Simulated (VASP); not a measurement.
The system is V3NiPb.

```
V Ni Pb
1.0
     4.21990    0.00000    0.00000
     0.00000    4.21990    0.00000
     0.00000    0.00000    4.21990
V Ni Pb
3 1 1
Direct
  0.00000 0.50000 0.50000
  0.50000 0.00000 0.50000
  0.50000 0.50000 0.00000
  0.00000 0.00000 0.00000
  0.50000 0.50000 0.50000
```

```yaml
Program: VASP 6.6.1
Task: relaxation of cell and atoms
Functional: PBE
Potentials_or_basis: VASP PAW PBE potentials, release 64 (V_sv, Ni, Pb_d)
Cutoff: 600 eV
k_mesh: 4 × 4 × 4
Occupations: gaussian, width 0.1 eV
Spin: no spin polarisation
```

At the start: pressure 83.0 GPa; volume 15.03 Å³/atom.

Q: How do energy, volume and symmetry change on relaxing?

A: Over 5 steps the energy falls by 1443.6 meV/atom and the volume is 23.25 Å³/atom (+54.7 %); space group Pm-3m (No. 221, to 0.1 Å) before and after.

The path:
```csv
step,energy change (eV),largest force (eV/Å),pressure (GPa),volume (Å³)
1,0.0000,0.0000,82.97,75.15
2,-2.5424,0.0000,-11.20,195.55
3,-7.1918,0.0000,-2.33,119.76
4,-7.2136,0.0000,-0.91,117.56
5,-7.2180,0.0000,0.00,116.23
```

Final structure:
```xyz
5
Lattice="4.8802 0.0000 0.0000 0.0000 4.8802 0.0000 0.0000 0.0000 4.8802" Properties=species:S:1:pos:R:3 pbc="T T T"
V     0.0000    2.4401    2.4401
V     2.4401    0.0000    2.4401
V     2.4401    2.4401    0.0000
Ni    0.0000    0.0000    0.0000
Pb    2.4401    2.4401    2.4401
```

Caveat: the k points lie up to 0.32 Å⁻¹ apart in the final cell, too coarse for converged energies and pressures of a metal; the volume moved by over 15 % at a fixed basis, so the end points are rough.
